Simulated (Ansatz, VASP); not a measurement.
## One calculation of WS2, two programs

File INCAR:

```
SYSTEM = WS2
PREC = Accurate
ENCUT = 520
EDIFF = 1E-6
ISMEAR = -1
SIGMA = 0.08
LREAL = .FALSE.
LASPH = .TRUE.
NELM = 100
ALGO = Normal
ISIF = 2
LWAVE = .FALSE.
LCHARG = .FALSE.
NBANDS = 20
```

File KPOINTS:

```
Automatic mesh
0
G
  13 13 13
  0 0 0
```

POSCAR

```
WS2
1.0
    1.5997790880      0.9236328871      6.2444357484
   -1.5997790880      0.9236328871      6.2444357484
    0.0000000000     -1.8472657741      6.2444357484
W S
1 2
Direct
    0.0000000000      0.0000000000      0.0000000000
    0.7503000000      0.7503000000      0.7503000000
    0.5810000000      0.5810000000      0.5810000000
```

Input for Ansatz:

```yaml
crystal:
  lattice:
    - [1.599779088, 0.9236328871, 6.2444357484]
    - [-1.599779088, 0.9236328871, 6.2444357484]
    - [0.0, -1.8472657741, 6.2444357484]
  atoms:
    - { symbol: W, position: [0.0, 0.0, 0.0] }
    - { symbol: S, position: [0.7503, 0.7503, 0.7503] }
    - { symbol: S, position: [0.581, 0.581, 0.581] }
kpoints:
  mp_grid: { grid: [13, 13, 13] }
  band_path:
    path:
      - [0.0, 0.0, 0.0]
      - [0.5, 0.5, 0.5]
      - [0.8187478403, 0.1812521597, 0.5]
      - [0.5, -0.1812521597, 0.1812521597]
      - [0.5, 0.0, 0.0]
      - [0.0, 0.0, 0.0]
      - [0.3406260799, -0.3406260799, 0.0]
      - [0.6593739201, 0.0, 0.3406260799]
      - [0.5, 0.0, 0.5]
    npoints: 5
scf:
  occupations: { method: fermi_dirac, width: 0.08 }
hamiltonian:
  xc: lda
  pseudopotentials: { kind: all_electron, lapw: { basis_error: 0.0005 } }
output:
  forces: true
  stress: true
  eigenvalues: true
```

Change from the starting cell: volume scaled by 1.04.

Alike in both runs: task single point; functional LDA; k mesh 13 × 13 × 13; occupations fermi-dirac, width 0.08 eV; no spin polarisation.

|  | VASP | Ansatz |
| --- | --- | --- |
| version | VASP 6.6.1 | Ansatz 0.2.0 |
| potentials or method | VASP PAW LDA potentials, release 64 (W_sv, S), cutoff 520 eV | all-electron LAPW, scalar-relativistic |

```csv
,VASP,Ansatz,Ansatz less VASP
pressure (GPa),-9.1,-9.4,-0.28
"traceless stress, the component that is largest in VASP (GPa)",-0.04,-0.08,-0.039
rms of the force components (eV/Å),0.466,0.482,+0.0160
```

LDA's correlation is that of Perdew and Zunger in VASP and of Perdew and Wang (1992) in Ansatz. Atom by atom the forces differ by 0.019 eV/Å (rms over components). Ansatz ran all-electron here, and VASP with PAW potentials.

Neither program's run includes spin-orbit coupling.
